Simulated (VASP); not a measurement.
Runs of VASP 6.6.1 on CdI2. Symmetry: P-3m1, No. 164, trigonal system. Conventional cell: a = 4.247 Å, b = 4.247 Å, c = 6.895 Å, α = 90.00°, β = 90.00°, γ = 120.00°. Cd (site symmetry -3m) has 6 I at 2.99 Å within 3.9 Å. I (site symmetry 3m) has 3 Cd at 2.99 Å within 3.9 Å. 

```tsv
level	potentials or basis	k mesh	cutoff (eV)	smearing	gap on the mesh (eV)	pressure (GPa)	largest force (eV/Å)
r2SCAN	VASP PAW PBE potentials, release 64 (Cd, I)	6 × 6 × 4	550	gaussian 0.01 eV	2.81	1.0	(a)
PBEsol	VASP PAW PBE potentials, release 64 (Cd, I)	6 × 6 × 4	500	methfessel-paxton 0.05 eV	2.29	-0.5	0.12
PBEsol	VASP PAW PBE potentials, release 64 (Cd, I)	6 × 6 × 4	500	gaussian 0.2 eV	2.29	-0.5	0.12
PBEsol	VASP PAW PBE potentials, release 64 (Cd, I)	6 × 6 × 4	500	gaussian 0.01 eV	2.29	-0.5	0.12
PBEsol	VASP PAW PBE potentials, release 64 (Cd, I)	8 × 8 × 1	500	gaussian 0.01 eV	2.39	-0.9	0.07
PBEsol+D4	VASP PAW PBE potentials, release 64 (Cd, I)	6 × 6 × 4	500	gaussian 0.01 eV	2.29	(b)	0.12
PBEsol	VASP PAW PBE potentials, release 64 (Cd, I)	6 × 6 × 4	500	fermi-dirac 0.5 eV	2.32	0.0	0.01
LDA	VASP PAW LDA potentials, release 64 (Cd, I)	6 × 6 × 4	500	gaussian 0.01 eV	2.20	-1.9	0.25
```

Alike in all rows: task single point; no spin polarisation; cell as given.

Problem. Fill in the values left out.

Solution. (a) 0.02; (b) -1.4.

Caveats: some runs use coarse meshes; spin-orbit coupling is left out, which moves the levels of the heavy elements; the PAW data sets were made with another functional, which shifts forces and pressure a little (some runs); this functional lacks dispersion, which binds the layers, so the pressure and a relaxed spacing across them are unreliable (some runs).

A k mesh can miss the band edges, and the runs leave out spin-orbit coupling on Cd, I.
